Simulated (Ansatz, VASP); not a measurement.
## Si4Hg: VASP beside Ansatz

Contents of INCAR:

```
ALGO = Normal ; EDIFF = 1E-7
EDIFFG = -0.01 ; ENCUT = 500
GGA = PE ; GGA_COMPAT = False
IBRION = 2 ; ISIF = 3
ISMEAR = 0 ; LASPH = True
LCHARG = False ; LREAL = False
LWAVE = False ; NELM = 120
NELMIN = 4 ; NSW = 100
PREC = Accurate ; SIGMA = 0.1
```

Contents of KPOINTS:

```
k-points
0
Gamma
  10 10 6
```

POSCAR

```
Si4Hg
1.0
    3.8594602966      0.0000000000      0.0000000000
    0.0000000000      3.8594602966      0.0000000000
    0.0000000000      0.0000000000      5.9820192873
Si Hg
4 1
Direct
    0.0000000000      0.5000000000      0.5000000000
    0.5000000000      0.0000000000      0.5000000000
    0.5000000000      0.5000000000      0.7866469604
    0.5000000000      0.5000000000      0.2133530396
    0.0000000000      0.0000000000      0.0000000000
```

Input for Ansatz:

```yaml
crystal:
  lattice:
    - [3.8594602966, 0.0, 0.0]
    - [0.0, 3.8594602966, 0.0]
    - [0.0, 0.0, 5.9820192873]
  atoms:
    - { symbol: Si, position: [0.0, 0.5, 0.5] }
    - { symbol: Si, position: [0.5, 0.0, 0.5] }
    - { symbol: Si, position: [0.5, 0.5, 0.7866469604] }
    - { symbol: Si, position: [0.5, 0.5, 0.2133530396] }
    - { symbol: Hg, position: [0.0, 0.0, 0.0] }
basis:
  ecutwfc: 420
kpoints:
  mp_grid: { grid: [10, 10, 6] }
hamiltonian:
  xc: pbe
scf:
  occupations: { method: gaussian, width: 0.1 }
output:
  forces: true
  stress: true
  eigenvalues: true
relax:
  adjacent_minimum: "off"
  f_tol: 0.01
  max_steps: 80
  cell: { stress_tol: 0.05 }
```

Alike in both runs: task relaxation of cell and atoms; functional PBE; k mesh 10 × 10 × 6; occupations gaussian, width 0.1 eV; no spin polarisation.

|  | VASP | Ansatz |
| --- | --- | --- |
| version | VASP 6.6.1 | Ansatz 0.2.0 |
| potentials or method | VASP PAW PBE potentials, release 64 (Si, Hg), cutoff 500 eV | scalar-relativistic, plane waves, PAW |
| valence electrons in the cell | 28 | 36 |

|  | VASP | Ansatz | Ansatz less VASP |
| --- | --- | --- | --- |
| gap on the k mesh at the Fermi level, each at its own relaxed structure (eV) | none | none | - |
| relaxed volume (Å³/atom) | 18.13 | 18.09 | -0.038 |
| relaxed cell length with the largest relative difference (Å) | 7.147 | 7.135 | -0.0112 |

A gap of «none» marks a metal or a gap that the smearing closes. VASP's potentials hold 28 valence electrons a cell and Ansatz's 36, so a difference there can come from the potentials and not from the codes.

Neither program's run includes spin-orbit coupling.
